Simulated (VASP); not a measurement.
# Ge4N (P4mm) in VASP: relaxation of cell and atoms with PBE

Aim: the relaxation of cell and atoms of Ge4N with PBE.

Everything below comes from runs of VASP 6.6.1. Logs are shortened: lines on timing, memory, paths and dates and some standing lists are left out, and cuts for length are marked.

**1. The cell of the first run**

The structure is tetragonal, space group P4mm (No. 99). Conventional cell: a = 4.347 Å, b = 4.347 Å, c = 4.708 Å, α = 90.00°, β = 90.00°, γ = 90.00°. Within 2.4 Å of Ge (site symmetry 2mm) lie 1 Ge at 1.81 Å. Within 2.4 Å of Ge (site symmetry 2mm) lie 1 Ge at 1.81 Å and 2 N at 2.33 Å. N (site symmetry 4mm) has 8 Ge at 2.33 to 3.01 Å within 3.1 Å.

The cell was generated, and may not be a known phase.

**2. Relaxation of cell and atoms, PBE**

The input, INCAR:

```
SYSTEM = Ge4N
PREC = Accurate
ENCUT = 1330
EDIFF = 1E-7
ISMEAR = 0
SIGMA = 0.1
LREAL = .False.
LASPH = .True.
NELM = 120
ALGO = Normal
ISIF = 3
LWAVE = .False.
LCHARG = .False.
GGA = PE
IBRION = 2
NSW = 90
EDIFFG = -0.04
GGA_COMPAT = .False.
NELMIN = 4
```

The input, KPOINTS:

```
Automatic mesh
0
Gamma
  4 4 4
  0 0 0
```

The input, POSCAR:

```
Ge4N
1.0
    4.3466120900      0.0000000000      0.0000000000
    0.0000000000      4.3466120900      0.0000000000
    0.0000000000      0.0000000000      4.7081998400
Ge N
4 1
Direct
    0.5000000000      0.0000000000      0.6420449200
    0.0000000000      0.5000000000      0.6420449200
    0.5000000000      0.0000000000      0.2585513200
    0.0000000000      0.5000000000      0.2585513200
    0.5000000000      0.5000000000      0.0830976900
```

Potentials or basis: VASP PAW PBE potentials, release 64 (Ge_d, N_h).

Launch:

```
cat potpaw_PBE.64/Ge_d/POTCAR potpaw_PBE.64/N_h/POTCAR > POTCAR
mpirun -np 1 vasp_std > vasp.out
```

OUTCAR:

```text
SYSTEM = Ge4N
   PREC = Accurate
   ENCUT = 1330
   EDIFF = 1E-7
   ISMEAR = 0
   LREAL = .False.
   LASPH = .True.
   NELM = 120
   ISIF = 3
   GGA = PE
   IBRION = 2
   NSW = 90
   EDIFFG = -0.04
   NELMIN = 4

 ion  position               nearest neighbor table
   1  0.500  0.000  0.642-   3 1.81   3 2.90
   2  0.000  0.500  0.642-   4 1.81   4 2.90
   3  0.500  0.000  0.259-   1 1.81   1 2.90
   4  0.000  0.500  0.259-   2 1.81   2 2.90
   5  0.500  0.500  0.083-

  LATTYP: Found a simple tetragonal cell.
 ALAT       =     4.3466120900
 C/A-ratio  =     1.0831884103

  Lattice vectors:

 A1 = (   4.3466120900,   0.0000000000,   0.0000000000)
 A2 = (   0.0000000000,   4.3466120900,   0.0000000000)
 A3 = (   0.0000000000,   0.0000000000,   4.7081998400)

Analysis of symmetry for initial positions (statically):
=====================================================================
 Subroutine PRICEL returns:
 Original cell was already a primitive cell.

 Routine SETGRP: Setting up the symmetry group for a
 simple tetragonal supercell.

 Subroutine GETGRP returns: Found  8 space group operations
 (whereof  8 operations were pure point group operations)
 out of a pool of 16 trial point group operations.

The static configuration has the point symmetry C_4v.

Analysis of symmetry for dynamics (positions and initial velocities):
=====================================================================
 Subroutine PRICEL returns:
 Original cell was already a primitive cell.

 Routine SETGRP: Setting up the symmetry group for a
 simple tetragonal supercell.

 Subroutine GETGRP returns: Found  8 space group operations
 (whereof  8 operations were pure point group operations)
 out of a pool of 16 trial point group operations.

The dynamic configuration has the point symmetry C_4v.

 Subroutine INISYM returns: Found  8 space group operations
 (whereof  8 operations are pure point group operations),
 and found     1 'primitive' translations

----------------------------------------------------------------------------------------

                                     Primitive cell

  volume of cell :      88.9522

  direct lattice vectors                    reciprocal lattice vectors
     4.346612090  0.000000000  0.000000000     0.230064238  0.000000000  0.000000000
     0.000000000  4.346612090  0.000000000     0.000000000  0.230064238  0.000000000
     0.000000000  0.000000000  4.708199840     0.000000000  0.000000000  0.212395402

  length of vectors
     4.346612090  4.346612090  4.708199840     0.230064238  0.230064238  0.212395402

  position of ions in fractional coordinates (direct lattice)
     0.500000000  0.000000000  0.642044920
     0.000000000  0.500000000  0.642044920
     0.500000000  0.000000000  0.258551320
     0.000000000  0.500000000  0.258551320
     0.500000000  0.500000000  0.083097690

  ion indices of the primitive-cell ions
   primitive index   ion index
                 1           1
                 2           2
                 3           3
                 4           4
                 5           5

----------------------------------------------------------------------------------------

 KPOINTS: Automatic mesh

Automatic generation of k-mesh.
 Grid dimensions read from file:
 generate k-points for:    4    4    4

 Generating k-lattice:

  Cartesian coordinates                     Fractional coordinates (reciprocal lattice)
     0.057516060  0.000000000  0.000000000     0.250000000  0.000000000  0.000000000
     0.000000000  0.057516060  0.000000000     0.000000000  0.250000000  0.000000000
     0.000000000  0.000000000  0.053098851     0.000000000  0.000000000  0.250000000

  Length of vectors
     0.057516060  0.057516060  0.053098851

  Shift w.r.t. Gamma in fractional coordinates (k-lattice)
     0.000000000  0.000000000  0.000000000

 Subroutine IBZKPT returns following result:
 ===========================================

 Found     18 irreducible k-points:

 Following reciprocal coordinates:
            Coordinates               Weight
  0.000000  0.000000  0.000000      1.000000
  0.250000  0.000000  0.000000      4.000000
  0.500000  0.000000  0.000000      2.000000
  0.250000  0.250000  0.000000      4.000000
  0.500000  0.250000  0.000000      4.000000
  0.500000  0.500000  0.000000      1.000000
[... 10 lines left out ...]
  0.500000  0.250000  0.500000      4.000000
  0.500000  0.500000  0.500000      1.000000
   k-points           NKPTS =     18   k-points in BZ     NKDIM =     18   number of bands    NBANDS=     36
   number of dos      NEDOS =    301   number of ions     NIONS =      5
   total plane-waves  NPLWV = 163296
   dimension x,y,z NGX =    54 NGY =   54 NGZ =   56
   dimension x,y,z NGXF=   108 NGYF=  108 NGZF=  112
   ions per type =               4   1
   NGX,Y,Z   is equivalent  to a cutoff of  20.65, 20.65, 19.77 a.u.
   NGXF,Y,Z  is equivalent  to a cutoff of  41.31, 41.31, 39.55 a.u.
 SYSTEM =  Ge4N
   PREC   = accura    normal or accurate (medium, high low for compatibility)
   ISTART =      0    job   : 0-new  1-cont  2-samecut
   ICHARG =      2    charge: 1-file 2-atom 10-const
   ISPIN  =      1    spin polarized calculation?
   LNONCOLLINEAR =      F non collinear calculations
   LSORBIT =      F    spin-orbit coupling
   LASPH  =      T    aspherical Exc in radial PAW
   ENCUT  = 1330.0 eV  97.75 Ry    9.89 a.u.  12.93 12.93 14.00*2*pi/ulx,y,z
   NELM   =    120;   NELMIN=  4; NELMDL= -5     # of ELM steps
   EDIFF  = 0.1E-06   stopping-criterion for ELM
   LREAL  =      F    real-space projection
   EDIFFG = -.4E-01   stopping-criterion for IOM
   NSW    =     90    number of steps for IOM
   IBRION =      2    ionic relax: 0-MD 1-quasi-New 2-CG
   NFREE  =      1    steps in history (QN), initial steepest desc. (CG)
   ISIF   =      3    stress and relaxation
   ISYM   =      2    0-nonsym 1-usesym 2-fastsym
   POTIM  = 0.5000    time-step for ionic-motion
   TEBEG  =    0.0;   TEEND  =   0.0 temperature during run
   PSTRESS=    0.0 pullay stress
   NELECT =      61.0000    total number of electrons
   NUPDOWN=      -1.0000    fix difference up-down
   EMIN   =  10.00;   EMAX   =-10.00  energy-range for DOS
   EFERMI =   0.00;   METHOD = LEGACY
   ISMEAR =     0;   SIGMA  =   0.10  broadening in eV -4-tet -1-fermi 0-gaus
   EFERMI_NEDOS =   21; number of points for ismear=-14 and -15
   IALGO  =     38    algorithm
   IMIX   =      4    mixing-type and parameters
     AMIX     =   0.40;   BMIX     =  1.00
     AMIX_MAG =   1.60;   BMIX_MAG =  1.00
  volume/ion in A,a.u.               =      17.79       120.06
  Fermi-wavevector in a.u.,A,eV,Ry     =   1.443663  2.728128 28.356766  2.084163
  Thomas-Fermi vector in A             =   2.562046
   LORBIT       =      0    0 simple, 1 ext, 2 COOP (PROOUT), +10 PAW based schemes
   GGA     = PE    functional components
   LHFCALC =     F    Hartree Fock is set to
   AEXX    =    0.0000 exact exchange contribution
   IVDW    =     0    specifies the selected vdW correction
   LEPSILON=     F    determine dielectric tensor
   LRPA    =     F    only Hartree local field effects (RPA)
 conjugate gradient relaxation of ions
 non-spin polarized calculation
 Gauss-broadening in eV      SIGMA  =   0.10
  energy-cutoff  :     1330.00
  volume of cell :       88.95
 maximum number of plane-waves:      9860
 NGX is ok and might be reduce to    54
   NGX = 25   NGY = 25   NGZ = 29

--------------------------------------- Ionic step        1  -------------------------------------------

 number of electron      60.9999997 magnetization

 Free energy of the ion-electron system (eV)
  ---------------------------------------------------
  ext. energy  EPLUGINS =         0.00000000
  ---------------------------------------------------
  free energy    TOTEN  =       -13.27273453 eV

  energy without entropy =      -13.25505918  energy(sigma->0) =      -13.26389686

------------------------ aborting loop because EDIFF is reached ----------------------------------------

  FORCE on cell =-STRESS in cart. coord.  units (eV):
  Direction    XX          YY          ZZ          XY          YZ          ZX
  --------------------------------------------------------------------------------------
  -------------------------------------------------------------------------------------
  Total       -3.8442339     -3.8442339     70.4833649      0.0000000      0.0000000      0.0000000
  in kB      -69.2410638    -69.2410638   1269.5229494      0.0000000      0.0000000      0.0000000
  external PRESSURE =     377.0136073 kB  Pullay stress =       0.0000000 kB
[... 98 lines left out ...]
  FREE ENERGIE OF THE ION-ELECTRON SYSTEM (eV)
  ---------------------------------------------------
  free  energy   TOTEN  =       -19.4061802813 eV

  energy  without entropy=      -19.3934846435  energy(sigma->0) =      -19.39983246

 E-fermi :   3.7577     XC(G=0):  -9.7492

 val. band max:        3.7250805663   @ k =   0.0000   0.0000   0.0000
 cond. band min:       3.7807500697   @ k =   0.5000   0.5000   0.5000
 fundamental gap:      0.0556695035
 Fermi energy:         3.7576805870

 k-point     1 :       0.0000    0.0000    0.0000
  band No.  band energies     occupation
      1     -21.2181      2.00000
      2     -21.1844      2.00000
      3     -20.9475      2.00000
      4     -20.9475      2.00000
      5     -20.9183      2.00000
      6     -20.9154      2.00000
[... 691 lines left out ...]
     35       8.4484      0.00000
     36       9.8570      0.00000

[... ionic steps 4 to 38 ...]

--------------------------------------- Ionic step       39  -------------------------------------------

 number of electron      61.0000000 magnetization

------------------------ aborting loop because EDIFF is reached ----------------------------------------

  FORCE on cell =-STRESS in cart. coord.  units (eV):
  Direction    XX          YY          ZZ          XY          YZ          ZX
  --------------------------------------------------------------------------------------
  -------------------------------------------------------------------------------------
  Total       -0.3900647     -0.3900647      0.3621835      0.0000000     -0.0000000      0.0000000
  in kB       -6.3852988     -6.3852988      5.9288868      0.0000000     -0.0000000      0.0000000
  external PRESSURE =      -2.2805703 kB  Pullay stress =       0.0000000 kB
[... 63 lines left out ...]
  energy  without entropy=      -23.2337267885  energy(sigma->0) =      -23.23851368

--------------------------------------- Ionic step       41  -------------------------------------------

 number of electron      60.9999998 magnetization

 Free energy of the ion-electron system (eV)
  ---------------------------------------------------
  ext. energy  EPLUGINS =         0.00000000
  ---------------------------------------------------
  free energy    TOTEN  =       -23.24578111 eV

  energy without entropy =      -23.23596943  energy(sigma->0) =      -23.24087527

 E-fermi :   5.0660     XC(G=0): -10.1810

 val. band max:        5.0551896141   @ k =   0.2500   0.0000   0.5000
 cond. band min:       5.1174688177   @ k =   0.2500   0.0000   0.0000
 fundamental gap:      0.0622792037
 Fermi energy:         5.0659979379

 k-point     1 :       0.0000    0.0000    0.0000
  band No.  band energies     occupation
      1     -20.2652      2.00000
      2     -20.2312      2.00000
      3     -20.1372      2.00000
      4     -20.1023      2.00000
      5     -20.1023      2.00000
      6     -20.0289      2.00000
[... 723 lines left out ...]
  FREE ENERGIE OF THE ION-ELECTRON SYSTEM (eV)
  ---------------------------------------------------
  free  energy   TOTEN  =       -23.2457811100 eV

  energy  without entropy=      -23.2359694340  energy(sigma->0) =      -23.24087527

 reached required accuracy - stopping structural energy minimisation
```

Run time: 72 min. Hardware: 1 thread of AMD EPYC 9R45 (Zen 5), shared host; peak memory 0.51 GiB.

Results:

```yaml
Free_energy: -23.2458 eV
Relaxed_volume: 19.65 Å³/atom
Relaxed_cell: a = 3.836 Å, b = 3.836 Å, c = 6.679 Å, α = 90.00°, β = 90.00°, γ = 90.00°
Space_group_after_relaxing_to_0.1_Å: P4mm (No. 99)
Pressure_after_relaxing: 0.3 GPa
Largest_force_after_relaxing: 0.023 eV/Å
Band_gap_on_the_k_mesh: zero (an odd number of electrons rules out a gap without spin polarisation)
```

Forces on the atoms (eV/Å):
```
Ge   0.000  0.000  0.008
Ge   0.000  0.000  0.008
Ge   0.000  0.000 -0.020
Ge   0.000  0.000 -0.020
N    0.000  0.000  0.023
```

Final structure:
```xyz
5
Lattice="3.8356 0.0000 0.0000 0.0000 3.8356 0.0000 0.0000 0.0000 6.6788" Properties=species:S:1:pos:R:3 pbc="T T T"
Ge    1.9178    0.0000    4.3000
Ge    0.0000    1.9178    4.3000
Ge    1.9178    0.0000    1.6300
Ge    0.0000    1.9178    1.6300
N     1.9178    1.9178    0.7249
```

Levels at points of the mesh, in eV from the Fermi level:
```
           k point  band 27  band 28  band 29  band 30  band 31  band 32  band 33  band 34  band 35  band 36
(0.00, 0.00, 0.00)    -3.46    -2.31    -1.57    -1.46    -1.46     1.61     1.86     1.86     2.50     4.24
(0.50, 0.00, 0.00)    -3.63    -2.25    -0.65     0.20     0.33     1.25     1.98     2.07     2.28     3.97
(0.50, 0.50, 0.00)    -4.62    -3.86    -3.66    -2.82    -2.82     2.45     2.45     2.94     3.31     6.41
(0.00, 0.00, 0.50)    -3.16    -2.68    -2.21    -1.57    -1.57     1.77     2.00     2.00     2.61     4.38
(0.50, 0.00, 0.50)    -2.85    -2.54    -0.50     0.29     0.30     1.13     1.57     1.77     2.15     3.02
(0.50, 0.50, 0.50)    -5.09    -3.93    -3.08    -2.08    -2.08     1.88     1.88     2.00     4.95     4.95
```

Caveat: the k points lie up to 0.41 Å⁻¹ apart in the final cell, too coarse for converged energies and pressures of a metal; a cell axis changed by over 15 % at a fixed basis, so the end point is rough; an odd number of electrons without spin polarisation forces a metal; a magnetic or distorted state may lie lower.

The gap in the log of VASP goes by the Fermi energy; the results here count the filled bands.